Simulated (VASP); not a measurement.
Set up this calculation in VASP 6.6.1, as the native input.

```
Task                   : single point
Functional             : PBE
Potentials or basis    : VASP PAW PBE potentials, release 64 (C, Si)
Cutoff                 : 520 eV
k mesh                 : 1 × 1 × 1, shifted
Occupations            : fermi-dirac, width 0.2482 eV
Spin                   : no spin polarisation
Dipole correction      : no
Mended                 : yes
Further INCAR settings : LREAL = Auto; ALGO = Normal; EDIFF = 1e-06; NBANDS = 43; ISYM = -1
```

The structure of Si4C11 lies in POSCAR:

```
Si4C11
1.0
    5.5684850000      0.1677970000      0.0711490000
    0.1677970000      5.4749150000     -0.0943290000
    0.0711490000     -0.0943290000      5.5837510000
C Si
11 4
Direct
   -0.0745824398      0.8008939578      0.8461621931
    0.2600041188      0.3594010145      0.5503176817
    0.5651744165      0.9513659631      0.3520693894
    0.6330783621      0.5311016706      0.0267378322
    0.8322140967      0.5268599927      0.8333885188
    0.3110183822      0.9888744567      0.2771316077
   -0.0462410467      1.0110094551      0.7238783597
    0.7339901906      0.4541610316      0.5686204288
    0.4039345953      0.4791793971     -0.0688920457
    0.4677573897      0.4350909278      0.6536710218
    0.1388124131      0.2165615854      0.3221658117
    0.1237184717      0.3095236463      0.8321326668
    0.1474984182      0.7825179595      0.0926661614
    0.7814464678      0.7013642274      0.2376035127
   -0.1869500015      0.1332046710      0.4611159002
```

The input as run:

INCAR

```
PREC     = Accurate       # precision mode
ENCUT    = 520            # plane-wave cutoff, eV
EDIFF    = 1E-6           # SCF threshold, eV
ISMEAR   = -1             # smearing method
SIGMA    = 0.2482         # smearing width, eV
LREAL    = Auto         
LASPH    = True           # aspherical terms in the spheres
NELM     = 120            # most SCF steps
ALGO     = Normal         # electronic algorithm
ISIF     = 2              # what is computed and relaxed
LWAVE    = False          # write WAVECAR
LCHARG   = False          # write CHGCAR
GGA      = PE             # functional
NBANDS   = 43             # bands
ISYM     = -1           
GGA_COMPAT= False
```

KPOINTS

```
explicit points
1
Reciprocal
  0.25000000   0.25000000   0.25000000 1
```

Potentials or basis: VASP PAW PBE potentials, release 64 (C, Si).

Run with:

```sh
$ cat potpaw_PBE.64/C/POTCAR potpaw_PBE.64/Si/POTCAR > POTCAR
$ mpirun -np 1 vasp_std > vasp.out
```

Results of the run:

```json
{
 "Pressure": "-4.1 GPa",
 "Largest force": "5.462 eV/Å"
}
```

Caveat: the atoms stand as in a frame of molecular dynamics.

Run time: 11 s on 1 thread of Intel(R) Xeon(R) 6975P-C (Granite Rapids), with other jobs on the host, peak memory 0.24 GiB.
